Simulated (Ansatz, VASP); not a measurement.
**ZrO2: VASP beside Ansatz**

The input INCAR:

```
ALGO = Normal ; EDIFF = 1E-6
ENCUT = 600 ; GGA = RE
GGA_COMPAT = F ; ISIF = 2
ISMEAR = 0 ; LASPH = T
LCHARG = T ; LELF = T
LREAL = F ; LVHAR = T
LWAVE = F ; NBANDS = 19
NELM = 120 ; PREC = Accurate
SIGMA = 0.01
```

Contents of KPOINTS:

```
k-points
0
Gamma
  5 5 5
```

File POSCAR:

```
ZrO2
1.0
    3.5850310000      0.0000000000      0.0000000000
    1.7925155000      3.1047279194      0.0000000000
    1.7925155000      1.0349093065      2.9271655540
Zr O
1 2
Direct
    0.0000000000      0.0000000000      0.0000000000
    0.2500000000      0.2500000000      0.2500000000
    0.7500000000      0.7500000000      0.7500000000
```

Input for Ansatz:

```yaml
crystal:
  lattice:
    - [3.585031, 0.0, 0.0]
    - [1.7925155000000004, 3.1047279193547297, 0.0]
    - [1.7925155000000004, 1.0349093064515766, 2.927165554019906]
  atoms:
    - { symbol: Zr, position: [0.0, 0.0, 0.0] }
    - { symbol: O, position: [0.25, 0.25, 0.25] }
    - { symbol: O, position: [0.75, 0.75, 0.75] }
basis:
  ecutwfc: 450.0
kpoints:
  mp_grid:
    grid: [5, 5, 5]
hamiltonian:
  xc: revpbe
  pseudopotentials:
    kind: paw
scf:
  occupations:
    method: fixed
output:
  stress: true
  eigenvalues: true
```

Alike in both runs: task single point; functional revPBE; k mesh 5 × 5 × 5; no spin polarisation.

```csv
,VASP,Ansatz
version,VASP 6.6.1,Ansatz 0.2.0
potentials or method,"VASP PAW PBE potentials, release 64 (Zr_sv, O), cutoff 600 eV","plane waves, PAW"
occupations,"gaussian, width 0.01 eV",fixed
valence electrons in the cell,24,24
```

|  | VASP | Ansatz | Ansatz less VASP |
| --- | --- | --- | --- |
| gap on the k mesh at the Fermi level (eV) | 3.62 | 3.62 | +0.007 |
| pressure (GPa) | 10.2 | 10.2 | -0.03 |

VASP's potentials were made for PBE, not for revPBE.

The k mesh is coarse, so the values compare programs but aren't converged.
